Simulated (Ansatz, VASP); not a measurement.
## Two plane-wave programs on I

```
CELL_PARAMETERS angstrom
4.59872 0.00000 0.00000
-2.29936 3.98260 0.00000
0.00000 0.00000 10.95230
ATOMIC_POSITIONS crystal
I 0.33333 0.66667 0.37367
I 0.66667 0.33333 0.87367
I 0.66667 0.33333 0.62633
I 0.33333 0.66667 0.12633
```

Alike in both runs: functional r2SCAN; k mesh 9 × 9 × 4; occupations gaussian, width 0.02 eV; no spin polarisation.

Ansatz relaxed the structure, and its values are those at the end. VASP's run is a single point on that final structure, the one shown.

|  | VASP | Ansatz |
| --- | --- | --- |
| version | VASP 6.6.1 | Ansatz 0.2.0 |
| potentials or method | VASP PAW PBE potentials, release 64 (I), cutoff 520 eV | scalar-relativistic, plane waves, PAW |
| valence electrons in the cell | 28 | 68 |

Ansatz gave:

- gap on the k mesh at the Fermi level (eV): 0.34
- least direct gap on the mesh (eV): 0.35
- pressure (GPa): 0.0
- rms of the force components (eV/Å): 0.005

**Question.** Which values does VASP return?

**Answer.** gap on the k mesh at the Fermi level (eV): 0.33; least direct gap on the mesh (eV): 0.34; pressure (GPa): 0.0; rms of the force components (eV/Å): 0.000.

VASP's potentials were made for PBE, not for r2SCAN. The functional is the same, so the differences come from potentials, cutoffs and numerics. VASP's potentials hold 28 valence electrons a cell and Ansatz's 68, so a difference there can come from the potentials and not from the codes.

Neither program's run includes spin-orbit coupling.
